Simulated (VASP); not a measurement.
# Cd (P6_3/mmc) in VASP: single point with PBE

Aim: the single point of Cd with PBE.

Program: VASP 6.6.1. These are calculated values, not measurements. Logs are shortened: lines on timing, memory, paths and dates and some standing lists are left out, and cuts for length are marked.

**1. The cell of the first run**

The structure is hexagonal, space group P6_3/mmc (No. 194). Conventional cell: a = 3.397 Å, b = 3.397 Å, c = 11.149 Å, α = 90.00°, β = 90.00°, γ = 120.00°. Within 4.5 Å of Cd (site symmetry -3m) lie 12 Cd at 3.40 to 3.41 Å. Within 4.5 Å of Cd (site symmetry -6m2) lie 12 Cd at 3.40 to 3.41 Å.

**2. Single point, PBE**

INCAR reads:

```
PREC = Accurate
ENCUT = 520
EDIFF = 1E-7
ISMEAR = 0
SIGMA = 0.1
LREAL = F
LASPH = T
NELM = 80
ALGO = Normal
ISIF = 2
LWAVE = F
LCHARG = F
GGA = PE
NBANDS = 32
```

KPOINTS reads:

```
Automatic mesh
0
Gamma
  6 6 2
```

POSCAR reads:

```
Cd
1.0
    3.3967436365      0.0000000000      0.0000000000
   -1.6983718182      2.9416662794      0.0000000000
    0.0000000000      0.0000000000     11.1494318773
Cd
4
Direct
    0.0000000000      0.0000000000      0.0000000000
    0.3333333333      0.6666666667      0.2500000000
    0.0000000000      0.0000000000      0.5000000000
    0.6666666667      0.3333333333      0.7500000000
```

Potentials or basis: VASP PAW PBE potentials, release 64 (Cd).

On the command line:

```bash
> cat potpaw_PBE.64/Cd/POTCAR > POTCAR
> mpirun -np 1 vasp_std > vasp.out
```

OUTCAR:

```text
PREC = Accurate
   ENCUT = 520
   EDIFF = 1E-7
   ISMEAR = 0
   LREAL = F
   LASPH = T
   NELM = 80
   ISIF = 2
   GGA = PE

 ion  position               nearest neighbor table
   1  0.000  0.000  0.000-   2 3.41   4 3.41   4 3.41   2 3.41   4 3.41   2 3.41
   2  0.333  0.667  0.250-   1 3.41   3 3.41   1 3.41   3 3.41   1 3.41   3 3.41
   3  0.000  0.000  0.500-   2 3.41   4 3.41   4 3.41   2 3.41   4 3.41   2 3.41
   4  0.667  0.333  0.750-   1 3.41   3 3.41   1 3.41   3 3.41   1 3.41   3 3.41

  LATTYP: Found a hexagonal cell.
 ALAT       =     3.3967436365
 C/A-ratio  =     3.2823883903

  Lattice vectors:

 A1 = (   3.3967436365,   0.0000000000,   0.0000000000)
 A2 = (  -1.6983718182,   2.9416662794,   0.0000000000)
 A3 = (   0.0000000000,   0.0000000000,  11.1494318773)

Analysis of symmetry for initial positions (statically):
=====================================================================
 Subroutine PRICEL returns:
 Original cell was already a primitive cell.

 Routine SETGRP: Setting up the symmetry group for a
 hexagonal supercell.

 Subroutine GETGRP returns: Found 24 space group operations
 (whereof 12 operations were pure point group operations)
 out of a pool of 24 trial point group operations.

The static configuration has the point symmetry D_3d.
 The point group associated with its full space group is D_6h.

Analysis of symmetry for dynamics (positions and initial velocities):
=====================================================================
 Subroutine PRICEL returns:
 Original cell was already a primitive cell.

 Routine SETGRP: Setting up the symmetry group for a
 hexagonal supercell.

 Subroutine GETGRP returns: Found 24 space group operations
 (whereof 12 operations were pure point group operations)
 out of a pool of 24 trial point group operations.

The dynamic configuration has the point symmetry D_3d.
 The point group associated with its full space group is D_6h.

 Subroutine INISYM returns: Found 24 space group operations
 (whereof 12 operations are pure point group operations),
 and found     1 'primitive' translations

----------------------------------------------------------------------------------------

                                     Primitive cell

  volume of cell :     111.4061

  direct lattice vectors                    reciprocal lattice vectors
     3.396743637  0.000000000  0.000000000     0.294399609  0.169971694  0.000000000
    -1.698371818  2.941666279  0.000000000     0.000000000  0.339943388  0.000000000
     0.000000000  0.000000000 11.149431877     0.000000000  0.000000000  0.089690669

  length of vectors
     3.396743637  3.396743637 11.149431877     0.339943388  0.339943388  0.089690669

  position of ions in fractional coordinates (direct lattice)
     0.000000000  0.000000000  0.000000000
     0.333333333  0.666666667  0.250000000
     0.000000000  0.000000000  0.500000000
     0.666666667  0.333333333  0.750000000

  ion indices of the primitive-cell ions
   primitive index   ion index
                 1           1
                 2           2
                 3           3
                 4           4

----------------------------------------------------------------------------------------

 KPOINTS: Automatic mesh

Automatic generation of k-mesh.
 Grid dimensions read from file:
 generate k-points for:    6    6    2

 Generating k-lattice:

  Cartesian coordinates                     Fractional coordinates (reciprocal lattice)
     0.049066602  0.028328616  0.000000000     0.166666667  0.000000000  0.000000000
     0.000000000  0.056657231  0.000000000     0.000000000  0.166666667  0.000000000
     0.000000000  0.000000000  0.044845334     0.000000000  0.000000000  0.500000000

  Length of vectors
     0.056657231  0.056657231  0.044845334

  Shift w.r.t. Gamma in fractional coordinates (k-lattice)
     0.000000000  0.000000000  0.000000000

 Subroutine IBZKPT returns following result:
 ===========================================

 Found     14 irreducible k-points:

 Following reciprocal coordinates:
            Coordinates               Weight
  0.000000  0.000000  0.000000      1.000000
  0.166667 -0.000000  0.000000      6.000000
  0.333333 -0.000000  0.000000      6.000000
  0.500000 -0.000000  0.000000      3.000000
  0.166667  0.166667  0.000000      6.000000
  0.333333  0.166667  0.000000     12.000000
  0.333333  0.333333  0.000000      2.000000
  0.000000  0.000000  0.500000      1.000000
  0.166667 -0.000000  0.500000      6.000000
  0.333333 -0.000000  0.500000      6.000000
  0.500000 -0.000000  0.500000      3.000000
  0.166667  0.166667  0.500000      6.000000
  0.333333  0.166667  0.500000     12.000000
  0.333333  0.333333  0.500000      2.000000
   k-points           NKPTS =     14   k-points in BZ     NKDIM =     14   number of bands    NBANDS=     32
   number of dos      NEDOS =    301   number of ions     NIONS =      4
   total plane-waves  NPLWV =  65856
   dimension x,y,z NGX =    28 NGY =   28 NGZ =   84
   dimension x,y,z NGXF=    56 NGYF=   56 NGZF=  168
   ions per type =               4
   NGX,Y,Z   is equivalent  to a cutoff of  13.70, 13.70, 12.52 a.u.
   NGXF,Y,Z  is equivalent  to a cutoff of  27.41, 27.41, 25.05 a.u.
 SYSTEM =  unknown system
   PREC   = accura    normal or accurate (medium, high low for compatibility)
   ISTART =      0    job   : 0-new  1-cont  2-samecut
   ICHARG =      2    charge: 1-file 2-atom 10-const
   ISPIN  =      1    spin polarized calculation?
   LNONCOLLINEAR =      F non collinear calculations
   LSORBIT =      F    spin-orbit coupling
   LASPH  =      T    aspherical Exc in radial PAW
   ENCUT  =  520.0 eV  38.22 Ry    6.18 a.u.   6.32  6.32 20.73*2*pi/ulx,y,z
   NELM   =     80;   NELMIN=  2; NELMDL= -5     # of ELM steps
   EDIFF  = 0.1E-06   stopping-criterion for ELM
   LREAL  =      F    real-space projection
   EDIFFG = 0.1E-05   stopping-criterion for IOM
   NSW    =      0    number of steps for IOM
   IBRION =     -1    ionic relax: 0-MD 1-quasi-New 2-CG
   NFREE  =      0    steps in history (QN), initial steepest desc. (CG)
   ISIF   =      2    stress and relaxation
   ISYM   =      2    0-nonsym 1-usesym 2-fastsym
   POTIM  = 0.5000    time-step for ionic-motion
   TEBEG  =    0.0;   TEEND  =   0.0 temperature during run
   PSTRESS=    0.0 pullay stress
   NELECT =      48.0000    total number of electrons
   NUPDOWN=      -1.0000    fix difference up-down
   EMIN   =  10.00;   EMAX   =-10.00  energy-range for DOS
   EFERMI =   0.00;   METHOD = LEGACY
   ISMEAR =     0;   SIGMA  =   0.10  broadening in eV -4-tet -1-fermi 0-gaus
   EFERMI_NEDOS =   21; number of points for ismear=-14 and -15
   IALGO  =     38    algorithm
   IMIX   =      4    mixing-type and parameters
     AMIX     =   0.40;   BMIX     =  1.00
     AMIX_MAG =   1.60;   BMIX_MAG =  1.00
  volume/ion in A,a.u.               =      27.85       187.95
  Fermi-wavevector in a.u.,A,eV,Ry     =   1.236476  2.336600 20.801571  1.528872
  Thomas-Fermi vector in A             =   2.371083
   LORBIT       =      0    0 simple, 1 ext, 2 COOP (PROOUT), +10 PAW based schemes
   GGA     = PE    functional components
   LHFCALC =     F    Hartree Fock is set to
   AEXX    =    0.0000 exact exchange contribution
   IVDW    =     0    specifies the selected vdW correction
   LEPSILON=     F    determine dielectric tensor
   LRPA    =     F    only Hartree local field effects (RPA)
 non-spin polarized calculation
 Gauss-broadening in eV      SIGMA  =   0.10
  energy-cutoff  :      520.00
  volume of cell :      111.41
 maximum number of plane-waves:      3041
 NGX is ok and might be reduce to    28
   NGX = 13   NGY = 13   NGZ = 41

 number of electron      48.0000015 magnetization

 Free energy of the ion-electron system (eV)
  ---------------------------------------------------
  ext. energy  EPLUGINS =         0.00000000
  ---------------------------------------------------
  free energy    TOTEN  =        -2.51584660 eV

  energy without entropy =       -2.50271918  energy(sigma->0) =       -2.50928289

 E-fermi :   1.3037     XC(G=0):  -9.7448

 val. band max:        0.9817819175   @ k =   0.3333   0.1667   0.5000
 cond. band min:       1.3114284618   @ k =   0.3333   0.1667   0.0000
 fundamental gap:      0.3296465443
 Fermi energy:         1.3036776580

 k-point     1 :       0.0000    0.0000    0.0000
  band No.  band energies     occupation
      1      -7.5321      2.00000
      2      -7.4164      2.00000
      3      -7.3877      2.00000
      4      -7.3078      2.00000
      5      -7.3078      2.00000
      6      -7.3078      2.00000
[... 24 lines left out ...]
     31      12.6270      0.00000
     32      12.7808      0.00000

 k-point     2 :       0.1667   -0.0000    0.0000
  band No.  band energies     occupation
      1      -7.4757      2.00000
      2      -7.3945      2.00000
      3      -7.3928      2.00000
      4      -7.3210      2.00000
      5      -7.3177      2.00000
      6      -7.2990      2.00000
[... 24 lines left out ...]
     31       9.8275      0.00000
     32      11.2509      0.00000

 k-point     3 :       0.3333   -0.0000    0.0000
  band No.  band energies     occupation
      1      -7.5853      2.00000
      2      -7.4940      2.00000
      3      -7.4851      2.00000
      4      -7.4727      2.00000
      5      -7.4255      2.00000
      6      -7.3152      2.00000
[... 24 lines left out ...]
     31       8.0048      0.00000
     32       8.3998      0.00000

 k-point     4 :       0.5000   -0.0000    0.0000
  band No.  band energies     occupation
      1      -7.6529      2.00000
      2      -7.5854      2.00000
      3      -7.5515      2.00000
      4      -7.5206      2.00000
      5      -7.4982      2.00000
      6      -7.3748      2.00000
[... 24 lines left out ...]
     31       7.3344      0.00000
     32       8.9264      0.00000

 k-point     5 :       0.1667    0.1667    0.0000
  band No.  band energies     occupation
      1      -7.4538      2.00000
      2      -7.4158      2.00000
      3      -7.4078      2.00000
      4      -7.3767      2.00000
      5      -7.3729      2.00000
      6      -7.2894      2.00000
[... 24 lines left out ...]
     31       7.4506      0.00000
     32       7.8345      0.00000

 k-point     6 :       0.3333    0.1667    0.0000
  band No.  band energies     occupation
      1      -7.5296      2.00000
      2      -7.5198      2.00000
      3      -7.4683      2.00000
      4      -7.4084      2.00000
      5      -7.3697      2.00000
      6      -7.3611      2.00000
[... 24 lines left out ...]
     31       5.9084      0.00000
     32       6.2962      0.00000

 k-point     7 :       0.3333    0.3333    0.0000
  band No.  band energies     occupation
      1      -7.4438      2.00000
      2      -7.4438      2.00000
      3      -7.4271      2.00000
      4      -7.3896      2.00000
      5      -7.3896      2.00000
      6      -7.2999      2.00000
[... 24 lines left out ...]
     31       5.6136      0.00000
     32       5.6136      0.00000

 k-point     8 :       0.0000    0.0000    0.5000
  band No.  band energies     occupation
      1      -7.4932      2.00000
      2      -7.4932      2.00000
      3      -7.3268      2.00000
      4      -7.3268      2.00000
      5      -7.2859      2.00000
      6      -7.2859      2.00000
[... 24 lines left out ...]
     31      12.0606      0.00000
     32      12.0606      0.00000

 k-point     9 :       0.1667   -0.0000    0.5000
  band No.  band energies     occupation
      1      -7.4505      2.00000
      2      -7.4505      2.00000
      3      -7.3478      2.00000
      4      -7.3478      2.00000
      5      -7.2959      2.00000
      6      -7.2959      2.00000
[... 24 lines left out ...]
     31      10.3147      0.00000
     32      10.3147      0.00000

 k-point    10 :       0.3333   -0.0000    0.5000
  band No.  band energies     occupation
      1      -7.5545      2.00000
      2      -7.5545      2.00000
      3      -7.4300      2.00000
      4      -7.4300      2.00000
      5      -7.4022      2.00000
      6      -7.4022      2.00000
[... 24 lines left out ...]
     31       8.4110      0.00000
     32       8.4110      0.00000

 k-point    11 :       0.5000   -0.0000    0.5000
  band No.  band energies     occupation
      1      -7.6087      2.00000
      2      -7.6087      2.00000
      3      -7.5194      2.00000
      4      -7.5194      2.00000
      5      -7.4743      2.00000
      6      -7.4743      2.00000
[... 24 lines left out ...]
     31       7.7521      0.00000
     32       7.7521      0.00000

 k-point    12 :       0.1667    0.1667    0.5000
  band No.  band energies     occupation
      1      -7.4238      2.00000
      2      -7.4238      2.00000
      3      -7.4178      2.00000
      4      -7.4178      2.00000
      5      -7.3050      2.00000
      6      -7.3050      2.00000
[... 24 lines left out ...]
     31       8.4379      0.00000
     32       8.4379      0.00000

 k-point    13 :       0.3333    0.1667    0.5000
  band No.  band energies     occupation
      1      -7.5093      2.00000
      2      -7.5093      2.00000
      3      -7.4431      2.00000
      4      -7.4431      2.00000
      5      -7.3937      2.00000
      6      -7.3937      2.00000
[... 24 lines left out ...]
     31       6.4705      0.00000
     32       6.4705      0.00000

 k-point    14 :       0.3333    0.3333    0.5000
  band No.  band energies     occupation
      1      -7.4918      2.00000
      2      -7.4918      2.00000
      3      -7.3796      2.00000
      4      -7.3796      2.00000
      5      -7.2622      2.00000
      6      -7.2622      2.00000
[... 24 lines left out ...]
     31       4.2163      0.00000
     32       4.2163      0.00000

------------------------ aborting loop because EDIFF is reached ----------------------------------------

  FORCE on cell =-STRESS in cart. coord.  units (eV):
  Direction    XX          YY          ZZ          XY          YZ          ZX
  --------------------------------------------------------------------------------------
  -------------------------------------------------------------------------------------
  Total       -2.9973878     -2.9973878     -1.4180048     -0.0000000     -0.0000000      0.0000000
  in kB      -43.1066827    -43.1066827    -20.3929173     -0.0000000     -0.0000000      0.0000000
  external PRESSURE =     -35.5354276 kB  Pullay stress =       0.0000000 kB

 VOLUME and BASIS-vectors are now :
 -----------------------------------------------------------------------------
  energy-cutoff  :      520.00
  volume of cell :      111.41
      direct lattice vectors                 reciprocal lattice vectors
     3.396743637  0.000000000  0.000000000     0.294399609  0.169971694  0.000000000
    -1.698371818  2.941666279  0.000000000     0.000000000  0.339943388  0.000000000
     0.000000000  0.000000000 11.149431877     0.000000000  0.000000000  0.089690669

 POSITION                                       TOTAL-FORCE (eV/Angst)
 -----------------------------------------------------------------------------------
      0.00000      0.00000      0.00000        -0.000000     -0.000000      0.000000
     -0.00000      1.96111      2.78736         0.000000      0.000000     -0.000000
      0.00000      0.00000      5.57472        -0.000000     -0.000000      0.000000
      1.69837      0.98056      8.36207        -0.000000      0.000000      0.000000
 -----------------------------------------------------------------------------------
    total drift:                                0.000000     -0.000000      0.000000

  FREE ENERGIE OF THE ION-ELECTRON SYSTEM (eV)
  ---------------------------------------------------
  free  energy   TOTEN  =        -2.5158465978 eV

  energy  without entropy=       -2.5027191788  energy(sigma->0) =       -2.50928289
```

It took 61 s on 1 thread of Intel Xeon 8259CL, shared host; peak memory 0.25 GiB.

What came out:

| Item | Value |
| --- | --- |
| Free energy | -2.5158 eV |
| Pressure | -3.6 GPa |
| Band gap on the k mesh | zero (bands 24 and 25 overlap by 1.70 eV) |

Stress tensor (GPa, compression positive):
```
-4.31  0.00  0.00
 0.00 -4.31  0.00
 0.00  0.00 -2.04
```

Caveat: the cell stands under tension.
